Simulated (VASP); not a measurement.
The system is TiTeAs3.

```xyz
5
Lattice="3.1741 0.0000 0.0000 0.0000 4.7716 0.0000 0.0000 0.0000 7.6002" Properties=species:S:1:pos:R:3 pbc="T T T"
Ti    1.5870    2.3858    3.8001
Te    1.5870    0.0000    0.0000
As    1.5870    2.3858    5.9895
As    1.5870    2.3858    1.6107
As    0.0000    0.0000    3.8001
```

```yaml
Program: VASP 6.6.1
Task: relaxation of cell and atoms
Functional: PBE
Potentials_or_basis: VASP PAW PBE potentials, release 64 (Ti_sv, Te, As)
Cutoff: 600 eV
k_mesh: 6 × 4 × 2
Occupations: gaussian, width 0.1 eV
Spin: no spin polarisation
```

At the start: pressure 4.4 GPa; volume 23.02 Å³/atom.

Q: Where does the relaxation end?

A: Over 12 steps the energy falls by 411.8 meV/atom and the volume is 22.77 Å³/atom (-1.1 %); space group Pmmm (No. 47, to 0.05 Å).

Step by step:
```tsv
step	energy change (eV)	largest force (eV/Å)	pressure (GPa)	volume (Å³)
1	0.0000	4.2239	4.44	115.11
2	-1.7279	0.8875	-4.37	123.73
3	-1.7840	0.3551	-4.19	121.63
4	-1.7917	0.5239	-4.33	122.15
5	-1.9543	0.7822	1.60	111.99
6	-1.9643	0.7410	0.25	113.79
7	-2.0053	0.4946	0.17	113.63
8	-2.0343	0.1020	0.23	113.36
9	-2.0540	0.0153	-0.07	113.93
10	-2.0567	0.0159	-0.19	114.21
11	-2.0586	0.0293	0.24	113.72
12	-2.0588	0.0186	0.13	113.85
```

Final structure:
```cif
data_structure
_symmetry_space_group_name_H-M 'P 1'
_symmetry_Int_Tables_number 1
_cell_length_a 2.9473
_cell_length_b 4.3286
_cell_length_c 8.9236
_cell_angle_alpha 90.000
_cell_angle_beta 90.000
_cell_angle_gamma 90.000
_cell_volume 113.85
loop_
_atom_site_label
_atom_site_type_symbol
_atom_site_fract_x
_atom_site_fract_y
_atom_site_fract_z
_atom_site_occupancy
Ti1 Ti 0.50000 0.50000 0.50000 1
Te1 Te 0.50000 0.00000 0.00000 1
As1 As 0.50000 0.50000 0.79504 1
As2 As 0.50000 0.50000 0.20496 1
As3 As 0.00000 0.00000 0.50000 1
```

Caveat: the k points lie up to 0.36 Å⁻¹ apart in the final cell.
